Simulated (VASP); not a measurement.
A run of VASP 6.6.1 is set up as follows.

File INCAR:

```
  PREC = Accurate
  ENCUT = 500
  EDIFF = 1E-7
  ISMEAR = 0
  SIGMA = 0.1
  LREAL = F
  LASPH = T
  NELM = 120
  ALGO = Normal
  ISIF = 3
  LWAVE = F
  LCHARG = F
  IBRION = 2
  NSW = 100
  EDIFFG = -0.005
  GGA_COMPAT = F
  NELMIN = 4
```

KPOINTS

```
Automatic mesh
0
Gamma
  18 18 10
```

Contents of POSCAR:

```
Ru
1.0
    2.6719575172      0.0000000000      0.0000000000
   -1.3359787586      2.3139830878      0.0000000000
    0.0000000000      0.0000000000      4.2299482348
Ru
2
Direct
    0.3333333333      0.6666666667      0.2500000000
    0.6666666667      0.3333333333      0.7500000000
```

Potentials or basis: VASP PAW LDA potentials, release 64 (Ru_pv).

Launch:

```sh
$ cat potpaw_LDA.64/Ru_pv/POTCAR > POTCAR
$ mpirun -np 1 vasp_std > vasp.out
```

Question: Predict the space group after relaxing (to 0.1 Å).

Answer: P6_3/mmc (No. 194).

Question: What does it give for the relaxed cell?

Answer: a = 2.676 Å, b = 2.676 Å, c = 4.230 Å, α = 90.00°, β = 90.00°, γ = 120.00°.

Question: Estimate the band gap on the k mesh.

Answer: Zero (bands 14 and 15 overlap by 3.31 eV).

Step by step:
```csv
step,energy change (eV),largest force (eV/Å),pressure (GPa),volume (Å³)
1,0.0000,0.0000,1.22,26.15
2,0.0032,0.0000,-3.88,26.53
3,-0.0004,0.0000,-0.05,26.24
4,-0.0004,0.0000,0.04,26.24
5,-0.0004,0.0000,0.00,26.24
```
